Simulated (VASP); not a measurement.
Input of a VASP 6.6.1 run:

File INCAR:

```
ALGO = Normal
EDIFF = 1E-6
EDIFFG = -0.04
ENCUT = 600
GGA = PE
IBRION = 2
ISIF = 3
ISMEAR = 0
LASPH = True
LCHARG = False
LREAL = False
LWAVE = False
NELM = 60
NSW = 90
PREC = Accurate
SIGMA = 0.1
```

KPOINTS

```
k-points
0
Gamma
  6 6 6
```

File POSCAR:

```
BeMo
1.0
    0.0000000000      2.2458670416      2.2458670416
    2.2458670416      0.0000000000      2.2458670416
    2.2458670416      2.2458670416      0.0000000000
Be Mo
1 1
Direct
    0.0000000000      0.0000000000      0.0000000000
    0.5000000000      0.5000000000      0.5000000000
```

Potentials or basis: VASP PAW PBE potentials, release 64 (Be, Mo_sv).

Run with:

```bash
$ cat potpaw_PBE.64/Be/POTCAR potpaw_PBE.64/Mo_sv/POTCAR > POTCAR
$ mpirun -np 1 vasp_std > vasp.out
```

Question: What does it give for the relaxed volume?

Answer: 12.29 Å³/atom.

Question: What does it give for the relaxed cell?

Answer: a = 3.264 Å, b = 3.264 Å, c = 3.264 Å, α = 60.00°, β = 60.00°, γ = 60.00°.

Question: Estimate the space group after relaxing (to 0.05 Å).

Answer: Fm-3m (No. 225).

Final structure:
```yaml
crystal:
  lattice:
    - [0.00000, 2.30792, 2.30792]
    - [2.30792, 0.00000, 2.30792]
    - [2.30792, 2.30792, 0.00000]
  atoms:
    - { symbol: Be, position: [0.00000, 0.00000, 0.00000] }
    - { symbol: Mo, position: [0.50000, 0.50000, 0.50000] }
```

Caveat: the k points lie up to 0.39 Å⁻¹ apart in the final cell.
